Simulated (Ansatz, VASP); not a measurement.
# Ni: VASP beside Ansatz

```
Ni
1.0
    -1.37754    1.37754    1.37754
     1.37754   -1.37754    1.37754
     1.37754    1.37754   -1.37754
Ni
1
Direct
  0.00000 0.00000 0.00000
```

Alike in both runs: functional PBEsol; k mesh 22 × 22 × 22; occupations gaussian, width 0.1 eV; collinear spin.

Ansatz relaxed the structure, and its values are those at the end. VASP's run is a single point on that final structure, the one shown.

|  | VASP | Ansatz |
| --- | --- | --- |
| version | VASP 6.6.1 | Ansatz 0.2.0 |
| potentials or method | VASP PAW PBE potentials, release 64 (Ni), cutoff 520 eV | scalar-relativistic, plane waves, PAW |
| valence electrons in the cell | 10 | 18 |

VASP gave:

- gap on the k mesh at the Fermi level (eV): none
- pressure (GPa): -0.1
- net moment per atom (μB): 0.51
- size of the moment on the site where the two differ most (μB): 0.52

Problem. What did Ansatz give for the same quantities?

Solution. gap on the k mesh at the Fermi level (eV): none; pressure (GPa): 0.0; net moment per atom (μB): 0.52; size of the moment on the site where the two differ most (μB): 0.55.

VASP's potentials were made for PBE, not for PBEsol. Site moments also hang on the region over which each program counts them. A gap of «none» marks a metal or a gap that the smearing closes. VASP's potentials hold 10 valence electrons a cell and Ansatz's 18, so a difference there can come from the potentials and not from the codes.
